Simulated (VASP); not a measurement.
# CoSi2 in VASP: notebook

The runs below take CoSi2 through single point, relaxation of cell and atoms, with PBEsol.

All numbers are computed with VASP 6.6.1; they aren't measurements. Logs are shortened: lines on timing, memory, paths and dates and some standing lists are left out, and cuts for length are marked.

## 1. The cell of the first run

Symmetry: I4/mmm, No. 139, tetragonal system. Conventional cell: a = 3.813 Å, b = 3.813 Å, c = 5.265 Å, α = 90.00°, β = 90.00°, γ = 90.00°. Co (site symmetry 4/mmm) has 8 Si at 2.32 Å within 3.1 Å. Si (site symmetry -4m2) has 4 Co at 2.32 Å and 6 Si at 2.63 to 2.70 Å within 3.1 Å.

## 2. Single point, PBEsol (biaxial strain in the a-b plane: +1.5 %)

INCAR reads:

```
SYSTEM = CoSi2
  ALGO = Normal
  EDIFF = 1E-6
  ENCUT = 520
  GGA = PS
  ISIF = 2
  ISMEAR = 0
  LASPH = .TRUE.
  LCHARG = .FALSE.
  LREAL = .FALSE.
  LWAVE = .FALSE.
  NBANDS = 26
  NELM = 60
  PREC = Accurate
  SIGMA = 0.1
```

KPOINTS reads:

```
k-points
0
G
  10 10 8
  0 0 0
```

POSCAR reads:

```
CoSi2
1.0
    2.6960977706      2.6960977706      0.0000000000
   -2.6960977706      2.6960977706      0.0000000000
    0.0000000000      0.0000000000      5.2646953511
Co Si
2 4
Direct
    0.0000000000      0.0000000000      0.0000000000
    0.5000000000      0.5000000000      0.5000000000
    0.0000000000      0.5000000000      0.7500000000
    0.5000000000      0.0000000000      0.7500000000
    0.5000000000      0.0000000000      0.2500000000
    0.0000000000      0.5000000000      0.2500000000
```

Potentials or basis: VASP PAW PBE potentials, release 64 (Co, Si).

On the command line:

```bash
> cat potpaw_PBE.64/Co/POTCAR potpaw_PBE.64/Si/POTCAR > POTCAR
> mpirun -np 1 vasp_std > vasp.out
```

OUTCAR:

```text
SYSTEM = CoSi2
   EDIFF = 1E-6
   ENCUT = 520
   GGA = PS
   ISIF = 2
   ISMEAR = 0
   LASPH = .TRUE.
   LREAL = .FALSE.
   NELM = 60
   PREC = Accurate

 ion  position               nearest neighbor table
   1  0.000  0.000  0.000-   3 2.32   4 2.32   5 2.32   6 2.32   3 2.32   6 2.32   4 2.32   5 2.32

   2  0.500  0.500  0.500-   3 2.32   4 2.32   5 2.32   6 2.32   4 2.32   5 2.32   3 2.32   6 2.32

   3  0.000  0.500  0.750-   1 2.32   2 2.32   1 2.32   2 2.32   6 2.63   6 2.63   4 2.70   4 2.70
                             4 2.70   4 2.70
   4  0.500  0.000  0.750-   1 2.32   2 2.32   2 2.32   1 2.32   5 2.63   5 2.63   3 2.70   3 2.70
                             3 2.70   3 2.70
   5  0.500  0.000  0.250-   1 2.32   2 2.32   2 2.32   1 2.32   4 2.63   4 2.63   6 2.70   6 2.70
                             6 2.70   6 2.70
   6  0.000  0.500  0.250-   1 2.32   2 2.32   1 2.32   2 2.32   3 2.63   3 2.63   5 2.70   5 2.70
                             5 2.70   5 2.70

  LATTYP: Found a simple tetragonal cell.
 ALAT       =     3.8128580327
 C/A-ratio  =     1.3807740299

  Lattice vectors:

 A1 = (   2.6960977706,   2.6960977706,   0.0000000000)
 A2 = (  -2.6960977706,   2.6960977706,   0.0000000000)
 A3 = (   0.0000000000,   0.0000000000,   5.2646953511)

Analysis of symmetry for initial positions (statically):
=====================================================================
 Subroutine PRICEL returns following result:

  LATTYP: Found a body centered tetragonal cell.
 ALAT       =     3.8128580327
 C/A-ratio  =     1.3807740299

  Lattice vectors:

 A1 = (   0.0000000000,  -2.6960977706,  -2.6323476756)
 A2 = (   0.0000000000,   2.6960977706,  -2.6323476755)
 A3 = (   2.6960977706,   0.0000000000,   2.6323476756)

   2 primitive cells build up your supercell.

 Routine SETGRP: Setting up the symmetry group for a
 simple tetragonal supercell.

 Subroutine GETGRP returns: Found 16 space group operations
 (whereof 16 operations were pure point group operations)
 out of a pool of 16 trial point group operations.

The static configuration has the point symmetry D_4h.

Analysis of symmetry for dynamics (positions and initial velocities):
=====================================================================
 Subroutine PRICEL returns following result:

  LATTYP: Found a body centered tetragonal cell.
 ALAT       =     3.8128580327
 C/A-ratio  =     1.3807740299

  Lattice vectors:

 A1 = (   0.0000000000,  -2.6960977706,  -2.6323476756)
 A2 = (   0.0000000000,   2.6960977706,  -2.6323476755)
 A3 = (   2.6960977706,   0.0000000000,   2.6323476756)

   2 primitive cells build up your supercell.

 Routine SETGRP: Setting up the symmetry group for a
 simple tetragonal supercell.

 Subroutine GETGRP returns: Found 16 space group operations
 (whereof 16 operations were pure point group operations)
 out of a pool of 16 trial point group operations.

The dynamic configuration has the point symmetry D_4h.

 Subroutine INISYM returns: Found 16 space group operations
 (whereof 16 operations are pure point group operations),
 and found     2 'primitive' translations

----------------------------------------------------------------------------------------

                                     Primitive cell

  volume of cell :      38.2688

  direct lattice vectors                    reciprocal lattice vectors
     0.000000000 -2.696097771 -2.632347676     0.185453215 -0.185453215 -0.189944514
     0.000000000  2.696097771 -2.632347676     0.185453215  0.185453215 -0.189944514
     2.696097771  0.000000000  2.632347676     0.370906430  0.000000000  0.000000000

  length of vectors
     3.768049558  3.768049558  3.768049558     0.323828208  0.323828208  0.370906430

  position of ions in fractional coordinates (direct lattice)
     0.000000000  0.000000000  0.000000000
     0.750000000  0.250000000  0.500000000
     0.250000000  0.750000000  0.500000000

  ion indices of the primitive-cell ions
   primitive index   ion index
                 1           1
                 2           3
                 3           4

----------------------------------------------------------------------------------------

 KPOINTS: k-points

Automatic generation of k-mesh.
 Grid dimensions read from file:
 generate k-points for:   10   10    8

 Generating k-lattice:

  Cartesian coordinates                     Fractional coordinates (reciprocal lattice)
     0.018545322  0.018545322  0.000000000     0.100000000  0.000000000  0.000000000
    -0.018545322  0.018545322  0.000000000     0.000000000  0.100000000  0.000000000
     0.000000000  0.000000000  0.023743064     0.000000000  0.000000000  0.125000000

  Length of vectors
     0.026227045  0.026227045  0.023743064

  Shift w.r.t. Gamma in fractional coordinates (k-lattice)
     0.000000000  0.000000000  0.000000000

 Subroutine IBZKPT returns following result:
 ===========================================

 Found    105 irreducible k-points:

 Following reciprocal coordinates:
            Coordinates               Weight
  0.000000  0.000000  0.000000      1.000000
  0.100000  0.000000  0.000000      4.000000
  0.200000  0.000000  0.000000      4.000000
  0.300000  0.000000  0.000000      4.000000
  0.400000  0.000000  0.000000      4.000000
  0.500000  0.000000  0.000000      2.000000
[... 16 lines left out ...]
  0.100000  0.000000  0.125000      8.000000
  0.200000  0.000000  0.125000      8.000000
 [... further k-points ...]
   k-points           NKPTS =    105   k-points in BZ     NKDIM =    105   number of bands    NBANDS=     26
   number of dos      NEDOS =    301   number of ions     NIONS =      6
   total plane-waves  NPLWV =  31360
   dimension x,y,z NGX =    28 NGY =   28 NGZ =   40
   dimension x,y,z NGXF=    56 NGYF=   56 NGZF=   80
   ions per type =               2   4
   NGX,Y,Z   is equivalent  to a cutoff of  12.21, 12.21, 12.63 a.u.
   NGXF,Y,Z  is equivalent  to a cutoff of  24.42, 24.42, 25.26 a.u.
 SYSTEM =  CoSi2
   PREC   = accura    normal or accurate (medium, high low for compatibility)
   ISTART =      0    job   : 0-new  1-cont  2-samecut
   ICHARG =      2    charge: 1-file 2-atom 10-const
   ISPIN  =      1    spin polarized calculation?
   LNONCOLLINEAR =      F non collinear calculations
   LSORBIT =      F    spin-orbit coupling
   LASPH  =      T    aspherical Exc in radial PAW
   ENCUT  =  520.0 eV  38.22 Ry    6.18 a.u.   7.09  7.09  9.79*2*pi/ulx,y,z
   NELM   =     60;   NELMIN=  2; NELMDL= -5     # of ELM steps
   EDIFF  = 0.1E-05   stopping-criterion for ELM
   LREAL  =      F    real-space projection
   EDIFFG = 0.1E-04   stopping-criterion for IOM
   NSW    =      0    number of steps for IOM
   IBRION =     -1    ionic relax: 0-MD 1-quasi-New 2-CG
   NFREE  =      0    steps in history (QN), initial steepest desc. (CG)
   ISIF   =      2    stress and relaxation
   ISYM   =      2    0-nonsym 1-usesym 2-fastsym
   POTIM  = 0.5000    time-step for ionic-motion
   TEBEG  =    0.0;   TEEND  =   0.0 temperature during run
   PSTRESS=    0.0 pullay stress
   NELECT =      34.0000    total number of electrons
   NUPDOWN=      -1.0000    fix difference up-down
   EMIN   =  10.00;   EMAX   =-10.00  energy-range for DOS
[... 5 lines left out ...]
     AMIX     =   0.40;   BMIX     =  1.00
     AMIX_MAG =   1.60;   BMIX_MAG =  1.00
  volume/ion in A,a.u.               =      12.76        86.08
  Fermi-wavevector in a.u.,A,eV,Ry     =   1.249136  2.360524 21.229716  1.560340
  Thomas-Fermi vector in A             =   2.383190
   LORBIT       =      0    0 simple, 1 ext, 2 COOP (PROOUT), +10 PAW based schemes
   GGA     = PS    functional components
   LHFCALC =     F    Hartree Fock is set to
   AEXX    =    0.0000 exact exchange contribution
   IVDW    =     0    specifies the selected vdW correction
   LEPSILON=     F    determine dielectric tensor
   LRPA    =     F    only Hartree local field effects (RPA)
 non-spin polarized calculation
 Gauss-broadening in eV      SIGMA  =   0.10
  energy-cutoff  :      520.00
  volume of cell :       76.54
 maximum number of plane-waves:      2080
   NGX = 15   NGY = 15   NGZ = 19

 number of electron      34.0000008 magnetization

 Free energy of the ion-electron system (eV)
  ---------------------------------------------------
  ext. energy  EPLUGINS =         0.00000000
  ---------------------------------------------------
  free energy    TOTEN  =       -41.94246710 eV

  energy without entropy =      -41.93206079  energy(sigma->0) =      -41.93726394

 E-fermi :  10.0297     XC(G=0): -11.8727

 val. band max:       10.0241563109   @ k =   0.4000   0.0000   0.3750
 cond. band min:      10.0505127045   @ k =   0.2000   0.2000   0.1250
 fundamental gap:      0.0263563935
 Fermi energy:        10.0296562062

 k-point     1 :       0.0000    0.0000    0.0000
  band No.  band energies     occupation
      1      -3.1036      2.00000
      2       1.2460      2.00000
      3       2.8239      2.00000
      4       3.4169      2.00000
      5       5.8708      2.00000
      6       5.9916      2.00000
[... 18 lines left out ...]
     25      15.4442      0.00000
     26      15.4442      0.00000

 k-point     2 :       0.1000    0.0000    0.0000
  band No.  band energies     occupation
      1      -3.0038      2.00000
      2       1.3215      2.00000
      3       2.9133      2.00000
      4       3.1493      2.00000
      5       5.7735      2.00000
      6       5.8721      2.00000
[... 18 lines left out ...]
     25      15.0660      0.00000
     26      15.0839      0.00000

 k-point     3 :       0.2000    0.0000    0.0000
  band No.  band energies     occupation
      1      -2.7059      2.00000
      2       1.5464      2.00000
      3       2.3614      2.00000
      4       3.2158      2.00000
      5       5.2181      2.00000
      6       5.8461      2.00000
[... 572 lines left out ...]
 k-point    23 :       0.1000    0.0000    0.1250
  band No.  band energies     occupation
      1      -2.9217      2.00000
      2       0.7391      2.00000
      3       3.2064      2.00000
      4       3.5954      2.00000
      5       5.4995      2.00000
      6       6.0030      2.00000
[... 18 lines left out ...]
     25      15.2408      0.00000
     26      15.4631      0.00000

 k-point    24 :       0.2000    0.0000    0.1250
  band No.  band energies     occupation
      1      -2.6247      2.00000
      2       0.9835      2.00000
      3       2.4428      2.00000
      4       3.8478      2.00000
      5       4.9337      2.00000
      6       6.0063      2.00000
[... 18 lines left out ...]
     25      15.4927      0.00000
     26      16.0539      0.00000

 [... further k-points ...]
[... 5 lines left out ...]
  --------------------------------------------------------------------------------------
  -------------------------------------------------------------------------------------
  Total       -2.2192440     -2.2192440     -0.9080289      0.0000000      0.0000000      0.0000000
  in kB      -46.4559263    -46.4559263    -19.0079690      0.0000000      0.0000000      0.0000000
  external PRESSURE =     -37.3066072 kB  Pullay stress =       0.0000000 kB

 VOLUME and BASIS-vectors are now :
 -----------------------------------------------------------------------------
  energy-cutoff  :      520.00
  volume of cell :       76.54
      direct lattice vectors                 reciprocal lattice vectors
     2.696097771  2.696097771  0.000000000     0.185453215  0.185453215  0.000000000
    -2.696097771  2.696097771  0.000000000    -0.185453215  0.185453215  0.000000000
     0.000000000  0.000000000  5.264695351     0.000000000  0.000000000  0.189944514

 POSITION                                       TOTAL-FORCE (eV/Angst)
 -----------------------------------------------------------------------------------
      0.00000      0.00000      0.00000         0.000000     -0.000000     -0.000000
      0.00000      2.69610      2.63235         0.000000     -0.000000      0.000000
     -1.34805      1.34805      3.94852        -0.000000      0.000000     -0.000000
      1.34805      1.34805      3.94852        -0.000000      0.000000      0.000000
      1.34805      1.34805      1.31617        -0.000000      0.000000     -0.000000
     -1.34805      1.34805      1.31617        -0.000000      0.000000      0.000000
 -----------------------------------------------------------------------------------
    total drift:                               -0.000000      0.000000      0.000000

  FREE ENERGIE OF THE ION-ELECTRON SYSTEM (eV)
  ---------------------------------------------------
  free  energy   TOTEN  =       -41.9424670954 eV

  energy  without entropy=      -41.9320607923  energy(sigma->0) =      -41.93726394
```

Run time: 5 min. Hardware: 1 thread of AMD EPYC 7R13, shared host; peak memory 0.27 GiB.

Results:

- Free energy: -41.9425 eV
- Pressure: -3.7 GPa
- Band gap on the k mesh: zero (band 17 reaches 11.64 eV, above the bottom of band 18 at 8.73 eV)

Stress tensor (GPa, compression positive):
```
-4.65  0.00  0.00
 0.00 -4.65  0.00
 0.00  0.00 -1.90
```

Levels at points of the mesh, in eV from the Fermi level:
```tsv
k point	band 13	band 14	band 15	band 16	band 17	band 18	band 19	band 20	band 21	band 22
(0.00, 0.00, 0.00)	-1.86	-1.84	-1.34	0.85	1.50	2.82	3.24	3.36	3.36	3.57
(0.50, 0.00, 0.00)	-1.51	-1.51	-1.00	-1.00	0.24	0.24	2.37	2.37	4.32	4.32
(0.50, 0.50, 0.00)	-1.95	-1.95	-1.91	-1.91	-1.30	-1.30	1.67	1.67	2.94	2.94
(0.00, 0.00, 0.50)	-0.33	-0.33	-0.33	-0.33	-0.04	-0.04	1.36	1.36	3.21	3.21
(0.50, 0.00, 0.50)	-1.62	-1.62	-0.53	-0.53	-0.37	-0.37	2.70	2.70	3.42	3.42
(0.50, 0.50, 0.50)	-2.04	-2.04	-1.47	-1.47	-0.62	-0.62	3.79	3.79	3.79	3.79
```

Caveat: the cell differs from its parent crystal (biaxial strain in the a-b plane: +1.5 %); the PAW data sets were made with another functional, which shifts forces and pressure a little. Spin polarisation is off, so any magnetic state and its effect on volume and gap are missing.

## 3. Relaxation of cell and atoms, PBEsol, target pressure 1 GPa, at which the enthalpy is minimised

This run uses another cell than the first one: it holds 3 atoms, not 6.

INCAR reads:

```
ALGO = Normal ; EDIFF = 1E-7
EDIFFG = -0.008 ; ENCUT = 600
GGA = PS ; IBRION = 2
ISIF = 3 ; ISMEAR = 0
LASPH = T ; LCHARG = F
LREAL = F ; LWAVE = F
NELM = 100 ; NSW = 70
PREC = Accurate ; PSTRESS = 10.0
SIGMA = 0.1
```

KPOINTS reads:

```
k-points
0
Gamma
  14 14 14
```

POSCAR reads:

```
CoSi2
1.0
    0.0000000000      2.6473955372      2.6473955372
    2.6473955372      0.0000000000      2.6473955372
    2.6473955372      2.6473955372      0.0000000000
Co Si
1 2
Direct
    0.0000000000      0.0000000000      0.0000000000
    0.2500000000      0.2500000000      0.2500000000
    0.7500000000      0.7500000000      0.7500000000
```

Potentials or basis: VASP PAW PBE potentials, release 64 (Co, Si).

On the command line:

```bash
> cat potpaw_PBE.64/Co/POTCAR potpaw_PBE.64/Si/POTCAR > POTCAR
> mpirun -np 1 vasp_std > vasp.out
```

OUTCAR:

```text
EDIFF = 1E-7
   EDIFFG = -0.008
   ENCUT = 600
   GGA = PS
   IBRION = 2
   ISIF = 3
   ISMEAR = 0
   LASPH = T
   LREAL = F
   NELM = 100
   NSW = 70
   PREC = Accurate
   PSTRESS = 10.0

 ion  position               nearest neighbor table
   1  0.000  0.000  0.000-   2 2.29   3 2.29   3 2.29   3 2.29   3 2.29   2 2.29   2 2.29   2 2.29

   2  0.250  0.250  0.250-   1 2.29   1 2.29   1 2.29   1 2.29   3 2.65   3 2.65   3 2.65   3 2.65
                             3 2.65   3 2.65
   3  0.750  0.750  0.750-   1 2.29   1 2.29   1 2.29   1 2.29   2 2.65   2 2.65   2 2.65   2 2.65
                             2 2.65   2 2.65

  LATTYP: Found a face centered cubic cell.
 ALAT       =     5.2947910744

  Lattice vectors:

 A1 = (   0.0000000000,   2.6473955372,   2.6473955372)
 A2 = (   2.6473955372,   0.0000000000,   2.6473955372)
 A3 = (   2.6473955372,   2.6473955372,   0.0000000000)
[... 268 lines left out ...]

 val. band max:       10.3236287432   @ k =   0.4286   0.0714   0.0000
 cond. band min:      10.4128532901   @ k =   0.4286   0.2143   0.0714
 fundamental gap:      0.0892245469
 Fermi energy:        10.4108893141

 k-point     1 :       0.0000    0.0000    0.0000
  band No.  band energies     occupation
      1      -2.9527      2.00000
      2       6.1804      2.00000
      3       6.1804      2.00000
      4       6.1804      2.00000
      5       8.3910      2.00000
      6       8.3910      2.00000
      7      11.4760      0.00000
      8      13.8288      0.00000
      9      13.8288      0.00000
     10      13.8288      0.00000
     11      13.9398      0.00000
     12      13.9398      0.00000
[... 331 lines left out ...]
 k-point    24 :       0.2857    0.1429    0.0000
  band No.  band energies     occupation
      1      -1.8052      2.00000
      2       4.4564      2.00000
      3       6.3268      2.00000
      4       6.3974      2.00000
      5       7.5473      2.00000
      6       8.5780      2.00000
      7       9.4576      2.00000
      8      10.4965      0.22607
      9      11.1756      0.00000
     10      12.4696      0.00000
     11      14.5638      0.00000
     12      15.4363      0.00000

 [... further k-points ...]
[... 5 lines left out ...]
  --------------------------------------------------------------------------------------
  -------------------------------------------------------------------------------------
  Total        0.2332612      0.2332612      0.2332612     -0.0000000     -0.0000000     -0.0000000
  in kB       10.0175032     10.0175032     10.0175032     -0.0000000     -0.0000000     -0.0000000
  external PRESSURE =       0.0175032 kB  Pullay stress =      10.0000000 kB
[... 22 lines left out ...]
  energy  without entropy=      -20.9785972100  energy(sigma->0) =      -20.98115523

  enthalpy is  TOTEN    =       -20.7508596637 eV   P V=        0.2328535920

 reached required accuracy - stopping structural energy minimisation
```

OSZICAR:

```text
N       E                     dE             d eps       ncg     rms          rms(c)
DAV:   1     0.761361694660E+02    0.76136E+02   -0.77873E+03  2504   0.152E+03
DAV:   2    -0.176210106462E+02   -0.93757E+02   -0.87686E+02  2508   0.274E+02
DAV:   3    -0.224906641531E+02   -0.48697E+01   -0.46749E+01  3200   0.713E+01
[... 28 lines left out ...]
DAV:   5    -0.209837146197E+02    0.33941E-04   -0.11531E-04  3520   0.217E-01    0.188E-02
DAV:   6    -0.209837135036E+02    0.11162E-05   -0.12039E-05  3860   0.417E-02    0.468E-03
DAV:   7    -0.209837133915E+02    0.11202E-06   -0.41064E-07  2676   0.715E-03    0.223E-03
DAV:   8    -0.209837132680E+02    0.12355E-06   -0.12048E-07  1460   0.704E-03    0.133E-03
DAV:   9    -0.209837132557E+02    0.12262E-07   -0.20606E-08  1336   0.309E-03
   3 F= -.20750860E+02 E0= -.20748302E+02  d E =-.649096E-03
```

Wall time 67 s (1 thread of Intel Xeon 6975P-C (Granite Rapids), shared host); peak memory 0.21 GiB.

Results:

```yaml
Free_energy: -20.9837 eV
Relaxed_volume: 12.44 Å³/atom
Relaxed_cell: a = 3.751 Å, b = 3.751 Å, c = 3.751 Å, α = 60.00°, β = 60.00°, γ = 60.00°
Space_group_after_relaxing_to_0.05_Å: Fm-3m (No. 225)
Energy_change_on_relaxing_the_enthalpy_is_what_falls: -0.6 meV/atom
Ionic_steps: 3
Pressure_after_relaxing: 1.0 GPa
```

The path:
```tsv
step	energy change (eV)	largest force (eV/Å)	pressure (GPa)	volume (Å³)
1	0.0000	0.0000	2.03	37.11
2	-0.0024	0.0000	-0.20	37.54
3	-0.0019	0.0000	1.00	37.31
```

Final structure:
```xyz
3
Lattice="0.0000 2.6521 2.6521 2.6521 0.0000 2.6521 2.6521 2.6521 0.0000" Properties=species:S:1:pos:R:3 pbc="T T T"
Co    0.0000    0.0000    0.0000
Si    1.3260    1.3260    1.3260
Si    3.9781    3.9781    3.9781
```

Levels at points of the mesh, in eV from the Fermi level:
| k point | band 7 | band 8 | band 9 | band 10 | band 11 | band 12 |
| --- | --- | --- | --- | --- | --- | --- |
| (0.00, 0.00, 0.00) | 1.07 | 3.42 | 3.42 | 3.42 | 3.53 | 3.53 |
| (0.50, 0.00, 0.00) | -1.73 | -0.49 | -0.49 | 2.73 | 3.50 | 3.50 |
| (0.50, 0.50, 0.00) | -2.07 | -2.03 | -1.41 | 1.69 | 2.88 | 8.60 |

Caveat: the cell is relaxed towards a set pressure, so the enthalpy falls and the energy may rise; the PAW data sets were made with another functional, which shifts forces and pressure a little. Spin polarisation is off, so any magnetic state and its effect on volume and gap are missing.

[end of part 1 of 2]
